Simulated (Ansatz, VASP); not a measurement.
**As: VASP beside Ansatz**

The input INCAR:

```
SYSTEM = As
  PREC = Accurate
  ENCUT = 520
  EDIFF = 1E-6
  ISMEAR = 0
  SIGMA = 0.02
  LREAL = .FALSE.
  LASPH = .TRUE.
  NELM = 80
  ALGO = Normal
  ISIF = 2
  LWAVE = .FALSE.
  LCHARG = .FALSE.
  LDIPOL = .TRUE.
  IDIPOL = 3
  DIPOL = 0.5 0.5 0.500
  GGA = PE
  IVDW = 12
  NBANDS = 12
```

File KPOINTS:

```
regular mesh
0
G
  9 9 1
  0 0 0
```

Contents of POSCAR:

```
As
1.0
    3.5780000000      0.0000000000      0.0000000000
   -1.7890000000      3.0986388948      0.0000000000
    0.0000000000      0.0000000000     28.5742413766
As
2
Direct
    0.3333333333      0.6666666667      0.4790370638
    0.6666666667      0.3333333333      0.5209629362
```

Input for Ansatz:

```yaml
crystal:
  lattice:
    - [3.578, 0.0, 0.0]
    - [-1.789, 3.0986388948, 0.0]
    - [0.0, 0.0, 28.5742413766]
  atoms:
    - { symbol: As, position: [0.3333333333, 0.6666666667, 0.4790370638] }
    - { symbol: As, position: [0.6666666667, 0.3333333333, 0.5209629362] }
  periodic: [true, true, false]
basis:
  ecutwfc: 420
kpoints:
  mp_grid: { grid: [9, 9, 1] }
hamiltonian:
  xc: pbe
  dispersion: d3bj
scf:
  occupations: { method: gaussian, width: 0.02 }
output:
  forces: true
  stress: true
  eigenvalues: true
```

Alike in both runs: task single point; functional PBE; dispersion D3(BJ); k mesh 9 × 9 × 1; occupations gaussian, width 0.02 eV; no spin polarisation.

|  | VASP | Ansatz |
| --- | --- | --- |
| version | VASP 6.6.1 | Ansatz 0.2.0 |
| potentials or method | VASP PAW PBE potentials, release 64 (As), cutoff 520 eV | scalar-relativistic, plane waves, PAW |
| valence electrons in the cell | 10 | 30 |

```tsv
	VASP	Ansatz	Ansatz less VASP
gap on the k mesh at the Fermi level (eV)	1.25	1.32	+0.070
least direct gap on the mesh (eV)	1.38	1.44	+0.066
rms of the force components (eV/Å)	1.675	1.590	-0.0846
```

Atom by atom the forces differ by 0.085 eV/Å (rms over components). VASP's potentials hold 10 valence electrons a cell and Ansatz's 30, so a difference there can come from the potentials and not from the codes.
